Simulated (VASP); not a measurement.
Crystal: YAl3N4.

```
Al Y N
1.0
     3.24972    0.00000    0.00000
    -1.62486    2.81434    0.00000
     0.00000    0.00000   10.61924
Al Y N
3 1 4
Direct
  0.33333 0.66667 0.02200
  0.33333 0.66667 0.47829
  0.66667 0.33333 0.24999
  0.66667 0.33333 0.74697
  0.33333 0.66667 0.20030
  0.33333 0.66667 0.65497
  0.66667 0.33333 0.42862
  0.66667 0.33333 0.96887
```

Base run:

- Program: VASP 6.6.1
- Functional: PBE
- Potentials or basis: VASP PAW PBE potentials, release 64 (Al, Y_sv, N)
- Cutoff: 520 eV
- k mesh: 12 × 12 × 4
- Occupations: fermi-dirac, width 0.02 eV
- Spin: no spin polarisation

Its results: band gap on the k mesh 2.38 eV, indirect (least direct gap 2.63 eV); pressure 3.1 GPa; largest force 0.149 eV/Å.

Q: The run is repeated on the same cell with these changes: functional from PBE to r2SCAN; occupations from fermi-dirac, width 0.02 eV to gaussian, width 0.01 eV. What comes out?

A: Band gap on the k mesh 2.83 eV, indirect (least direct gap 2.98 eV); pressure -0.2 GPa; largest force 0.035 eV/Å.

Caveats: the PAW data sets were made with another functional, which shifts forces and pressure a little (some runs).

A k mesh can miss the band edges.
